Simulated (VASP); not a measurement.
# SnO (Pmn2_1) in VASP: single point with PBE+D3(BJ)

Aim: the single point of SnO with PBE+D3(BJ).

Everything below comes from runs of VASP 6.6.1. Logs are shortened: lines on timing, memory, paths and dates and some standing lists are left out, and cuts for length are marked.

## (1) The cell of the first run

The structure is orthorhombic, space group Pmn2_1 (No. 31). The conventional cell has a = 3.717 Å, b = 6.353 Å, c = 3.907 Å, α = 90.00°, β = 90.00°, γ = 90.00°. Within 3.1 Å of Sn (site symmetry m) lie 3 O at 2.33 to 2.36 Å. O (site symmetry m) has 3 Sn at 2.33 to 2.36 Å and 4 O at 3.08 Å within 3.1 Å.

## (2) Single point, PBE+D3(BJ)

Contents of INCAR:

```
ALGO     = Normal         # electronic algorithm
EDIFF    = 1E-6           # SCF threshold, eV
ENCUT    = 520            # plane-wave cutoff, eV
GGA      = PE             # functional
ISIF     = 2              # what is computed and relaxed
ISMEAR   = 0              # smearing method
IVDW     = 12             # dispersion correction
LASPH    = T              # aspherical terms in the spheres
LCHARG   = F              # write CHGCAR
LREAL    = F              # projectors in reciprocal space
LWAVE    = F              # write WAVECAR
NBANDS   = 28             # bands
NELM     = 60             # most SCF steps
PREC     = Accurate       # precision mode
SIGMA    = 0.05           # smearing width, eV
```

Contents of KPOINTS:

```
k-points
0
Gamma
  8 6 8
```

Contents of POSCAR:

```
SnO
1.0
    3.7165417412      0.0000000000      0.0000000000
    0.0000000000      6.3532447776      0.0000000000
    0.0000000000      0.0000000000      3.9070816200
Sn O
2 2
Direct
    0.0000000000      0.2344934793      0.5273389918
    0.5000000000      0.7655065207      0.0273389918
    0.0000000000      0.8833967007      0.7226620082
    0.5000000000      0.1166032993      0.2226620082
```

Potentials or basis: VASP PAW PBE potentials, release 64 (Sn_d, O).

Command:

```console
$ cat potpaw_PBE.64/Sn_d/POTCAR potpaw_PBE.64/O/POTCAR > POTCAR
$ mpirun -np 1 vasp_std > vasp.out
```

OUTCAR:

```text
EDIFF = 1E-6
   ENCUT = 520
   GGA = PE
   ISIF = 2
   ISMEAR = 0
   IVDW = 12
   LASPH = T
   LREAL = F
   NELM = 60
   PREC = Accurate
 IVDW          = 12

 ion  position               nearest neighbor table
   1  0.000  0.234  0.527-   4 2.33   4 2.33   3 2.36
   2  0.500  0.766  0.027-   3 2.33   3 2.33   4 2.36
   3  0.000  0.883  0.723-   2 2.33   2 2.33   1 2.36
   4  0.500  0.117  0.223-   1 2.33   1 2.33   2 2.36

  LATTYP: Found a simple orthorhombic cell.
 ALAT       =     3.7165417412
 B/A-ratio  =     1.0512680583
 C/A-ratio  =     1.7094506722

  Lattice vectors:

 A1 = (  -3.7165417412,   0.0000000000,   0.0000000000)
 A2 = (   0.0000000000,   0.0000000000,   3.9070816200)
 A3 = (   0.0000000000,   6.3532447776,   0.0000000000)

Analysis of symmetry for initial positions (statically):
=====================================================================
 Subroutine PRICEL returns:
 Original cell was already a primitive cell.

 Routine SETGRP: Setting up the symmetry group for a
 simple orthorhombic supercell.

 Subroutine GETGRP returns: Found  4 space group operations
 (whereof  2 operations were pure point group operations)
 out of a pool of  8 trial point group operations.

The static configuration has the point symmetry C_1h.
 The point group associated with its full space group is C_2v.

Analysis of symmetry for dynamics (positions and initial velocities):
=====================================================================
 Subroutine PRICEL returns:
 Original cell was already a primitive cell.

 Routine SETGRP: Setting up the symmetry group for a
 simple orthorhombic supercell.

 Subroutine GETGRP returns: Found  4 space group operations
 (whereof  2 operations were pure point group operations)
 out of a pool of  8 trial point group operations.

The dynamic configuration has the point symmetry C_1h.
 The point group associated with its full space group is C_2v.

 Subroutine INISYM returns: Found  4 space group operations
 (whereof  2 operations are pure point group operations),
 and found     1 'primitive' translations

----------------------------------------------------------------------------------------

                                     Primitive cell

  volume of cell :      92.2544

  direct lattice vectors                    reciprocal lattice vectors
     3.716541741  0.000000000  0.000000000     0.269067340  0.000000000  0.000000000
     0.000000000  6.353244778  0.000000000     0.000000000  0.157399885  0.000000000
     0.000000000  0.000000000  3.907081620     0.000000000  0.000000000  0.255945511

  length of vectors
     3.716541741  6.353244778  3.907081620     0.269067340  0.157399885  0.255945511

  position of ions in fractional coordinates (direct lattice)
     0.000000000  0.234493479  0.527338992
     0.500000000  0.765506521  0.027338992
     0.000000000  0.883396701  0.722662008
     0.500000000  0.116603299  0.222662008

  ion indices of the primitive-cell ions
   primitive index   ion index
                 1           1
                 2           2
                 3           3
                 4           4

----------------------------------------------------------------------------------------

 KPOINTS: k-points

Automatic generation of k-mesh.
 Grid dimensions read from file:
 generate k-points for:    8    6    8

 Generating k-lattice:

  Cartesian coordinates                     Fractional coordinates (reciprocal lattice)
     0.033633417  0.000000000  0.000000000     0.125000000  0.000000000  0.000000000
     0.000000000  0.026233314  0.000000000     0.000000000  0.166666667  0.000000000
     0.000000000  0.000000000  0.031993189     0.000000000  0.000000000  0.125000000

  Length of vectors
     0.033633417  0.026233314  0.031993189

  Shift w.r.t. Gamma in fractional coordinates (k-lattice)
     0.000000000  0.000000000  0.000000000

 Subroutine IBZKPT returns following result:
 ===========================================

 Found    100 irreducible k-points:

 Following reciprocal coordinates:
            Coordinates               Weight
  0.000000  0.000000  0.000000      1.000000
  0.125000  0.000000  0.000000      2.000000
  0.250000  0.000000  0.000000      2.000000
  0.375000  0.000000  0.000000      2.000000
  0.500000  0.000000  0.000000      1.000000
  0.000000  0.166667  0.000000      2.000000
[... 16 lines left out ...]
  0.250000  0.000000  0.125000      4.000000
  0.375000  0.000000  0.125000      4.000000
 [... further k-points ...]
   k-points           NKPTS =    100   k-points in BZ     NKDIM =    100   number of bands    NBANDS=     28
   number of dos      NEDOS =    301   number of ions     NIONS =      4
   total plane-waves  NPLWV =  40320
   dimension x,y,z NGX =    28 NGY =   48 NGZ =   30
   dimension x,y,z NGXF=    56 NGYF=   96 NGZF=   60
   ions per type =               2   2
   NGX,Y,Z   is equivalent  to a cutoff of  12.52, 12.56, 12.76 a.u.
   NGXF,Y,Z  is equivalent  to a cutoff of  25.05, 25.12, 25.53 a.u.
 SYSTEM =  unknown system
   PREC   = accura    normal or accurate (medium, high low for compatibility)
   ISTART =      0    job   : 0-new  1-cont  2-samecut
   ICHARG =      2    charge: 1-file 2-atom 10-const
   ISPIN  =      1    spin polarized calculation?
   LNONCOLLINEAR =      F non collinear calculations
   LSORBIT =      F    spin-orbit coupling
   LASPH  =      T    aspherical Exc in radial PAW
   ENCUT  =  520.0 eV  38.22 Ry    6.18 a.u.   6.91 11.81  7.26*2*pi/ulx,y,z
   NELM   =     60;   NELMIN=  2; NELMDL= -5     # of ELM steps
   EDIFF  = 0.1E-05   stopping-criterion for ELM
   LREAL  =      F    real-space projection
   EDIFFG = 0.1E-04   stopping-criterion for IOM
   NSW    =      0    number of steps for IOM
   IBRION =     -1    ionic relax: 0-MD 1-quasi-New 2-CG
   NFREE  =      0    steps in history (QN), initial steepest desc. (CG)
   ISIF   =      2    stress and relaxation
   ISYM   =      2    0-nonsym 1-usesym 2-fastsym
   POTIM  = 0.5000    time-step for ionic-motion
   TEBEG  =    0.0;   TEEND  =   0.0 temperature during run
   PSTRESS=    0.0 pullay stress
   NELECT =      40.0000    total number of electrons
   NUPDOWN=      -1.0000    fix difference up-down
   EMIN   =  10.00;   EMAX   =-10.00  energy-range for DOS
   EFERMI =   0.00;   METHOD = LEGACY
   ISMEAR =     0;   SIGMA  =   0.05  broadening in eV -4-tet -1-fermi 0-gaus
   EFERMI_NEDOS =   21; number of points for ismear=-14 and -15
   IALGO  =     38    algorithm
   IMIX   =      4    mixing-type and parameters
     AMIX     =   0.40;   BMIX     =  1.00
     AMIX_MAG =   1.60;   BMIX_MAG =  1.00
  volume/ion in A,a.u.               =      23.06       155.64
  Fermi-wavevector in a.u.,A,eV,Ry     =   1.239079  2.341521 20.889266  1.535318
  Thomas-Fermi vector in A             =   2.373578
   LORBIT       =      0    0 simple, 1 ext, 2 COOP (PROOUT), +10 PAW based schemes
   GGA     = PE    functional components
   LHFCALC =     F    Hartree Fock is set to
   AEXX    =    0.0000 exact exchange contribution
   IVDW    =    12    specifies the selected vdW correction
   LEPSILON=     F    determine dielectric tensor
   LRPA    =     F    only Hartree local field effects (RPA)
 non-spin polarized calculation
 Gauss-broadening in eV      SIGMA  =   0.05
  energy-cutoff  :      520.00
  volume of cell :       92.25
 maximum number of plane-waves:      2516
 NGX is ok and might be reduce to    28
   NGX = 13   NGY = 23   NGZ = 15

 number of electron      39.9999997 magnetization

 Free energy of the ion-electron system (eV)
  ---------------------------------------------------
  ext. energy  EPLUGINS =         0.00000000
  ---------------------------------------------------
  free energy    TOTEN  =       -21.67005085 eV

  energy without entropy =      -21.67005085  energy(sigma->0) =      -21.67005085

 E-fermi :   3.6160     XC(G=0):  -8.9689

 val. band max:        3.3288235910   @ k =   0.0000   0.0000   0.0000
 cond. band min:       4.7160303497   @ k =   0.0000   0.5000   0.3750
 fundamental gap:      1.3872067587
 Fermi energy:         3.6159810656

 k-point     1 :       0.0000    0.0000    0.0000
  band No.  band energies     occupation
      1     -17.4764      2.00000
      2     -17.4330      2.00000
      3     -17.4094      2.00000
      4     -17.3770      2.00000
      5     -17.3686      2.00000
      6     -17.3448      2.00000
[... 20 lines left out ...]
     27      11.9111      0.00000
     28      12.5417      0.00000

 k-point     2 :       0.1250    0.0000    0.0000
  band No.  band energies     occupation
      1     -17.4708      2.00000
      2     -17.4284      2.00000
      3     -17.4103      2.00000
      4     -17.3837      2.00000
      5     -17.3699      2.00000
      6     -17.3450      2.00000
[... 20 lines left out ...]
     27      11.9897      0.00000
     28      13.3463      0.00000

 k-point     3 :       0.2500    0.0000    0.0000
  band No.  band energies     occupation
      1     -17.4618      2.00000
      2     -17.4227      2.00000
      3     -17.4105      2.00000
      4     -17.3986      2.00000
      5     -17.3705      2.00000
      6     -17.3468      2.00000
[... 20 lines left out ...]
     27      12.1354      0.00000
     28      13.2809      0.00000

 k-point     4 :       0.3750    0.0000    0.0000
  band No.  band energies     occupation
      1     -17.4587      2.00000
      2     -17.4365      2.00000
      3     -17.4058      2.00000
      4     -17.4015      2.00000
      5     -17.3671      2.00000
      6     -17.3521      2.00000
[... 578 lines left out ...]
     27      12.1748      0.00000
     28      13.8194      0.00000

 k-point    23 :       0.2500    0.0000    0.1250
  band No.  band energies     occupation
      1     -17.4623      2.00000
      2     -17.4232      2.00000
      3     -17.4061      2.00000
      4     -17.3985      2.00000
      5     -17.3715      2.00000
      6     -17.3506      2.00000
[... 20 lines left out ...]
     27      12.4220      0.00000
     28      13.7375      0.00000

 k-point    24 :       0.3750    0.0000    0.1250
  band No.  band energies     occupation
      1     -17.4614      2.00000
      2     -17.4405      2.00000
      3     -17.4014      2.00000
      4     -17.3980      2.00000
      5     -17.3683      2.00000
      6     -17.3557      2.00000
[... 20 lines left out ...]
     27      12.7024      0.00000
     28      13.7242      0.00000

 [... further k-points ...]

------------------------ aborting loop because EDIFF is reached ----------------------------------------

 Edisp (eV)   -0.80481

 E8    (eV) :    -0.3555

  FORCE on cell =-STRESS in cart. coord.  units (eV):
  Direction    XX          YY          ZZ          XY          YZ          ZX
  --------------------------------------------------------------------------------------
  -------------------------------------------------------------------------------------
  Total      -6.62300    -6.61510    -3.25545     0.00000     0.00000     0.00000
  in kB    -115.02137  -114.88410   -56.53730     0.00000     0.00000     0.00000
  external pressure =      -95.48 kB  Pullay stress =        0.00 kB

 VOLUME and BASIS-vectors are now :
 -----------------------------------------------------------------------------
  energy-cutoff  :      520.00
  volume of cell :       92.25
      direct lattice vectors                 reciprocal lattice vectors
     3.716541741  0.000000000  0.000000000     0.269067340  0.000000000  0.000000000
     0.000000000  6.353244778  0.000000000     0.000000000  0.157399885  0.000000000
     0.000000000  0.000000000  3.907081620     0.000000000  0.000000000  0.255945511

 POSITION                                       TOTAL-FORCE (eV/Angst)
 -----------------------------------------------------------------------------------
      0.00000      1.48979      2.06036         0.000000     -1.987420     -0.422114
      1.85827      4.86345      0.10682         0.000000      1.987420     -0.422114
      0.00000      5.61244      2.82350         0.000000      0.080356      0.422114
      1.85827      0.74081      0.86996         0.000000     -0.080356      0.422114
 -----------------------------------------------------------------------------------
    total drift:                                0.000000      0.000000     -0.000313

  FREE ENERGIE OF THE ION-ELECTRON SYSTEM (eV)
  ---------------------------------------------------
  free  energy   TOTEN  =       -22.4748633201 eV

  energy  without entropy=      -22.4748633201  energy(sigma->0) =      -22.47486332
```

Run time: 5.7 min. Hardware: 1 thread of Intel Xeon 8259CL, shared host; peak memory 0.34 GiB.

What came out:

| Item | Value |
| --- | --- |
| Free energy | -22.4749 eV |
| Pressure | -9.5 GPa |
| Largest force | 2.032 eV/Å |
| Band gap on the k mesh | 1.39 eV (least direct gap 2.04 eV) |
| Dispersion energy per atom | -0.201 eV |

Forces on the atoms (eV/Å):
```
Sn   0.000 -1.987 -0.422
Sn   0.000  1.987 -0.422
O    0.000  0.080  0.422
O    0.000 -0.080  0.422
```

Caveat: the stress differs along the axes, from -12 to -6 GPa; spin-orbit coupling is left out, which moves the levels of the heavy elements; forces of over 1 eV/Å act on the atoms, so gaps and moduli don't describe the material at rest. A k mesh can miss the band edges.
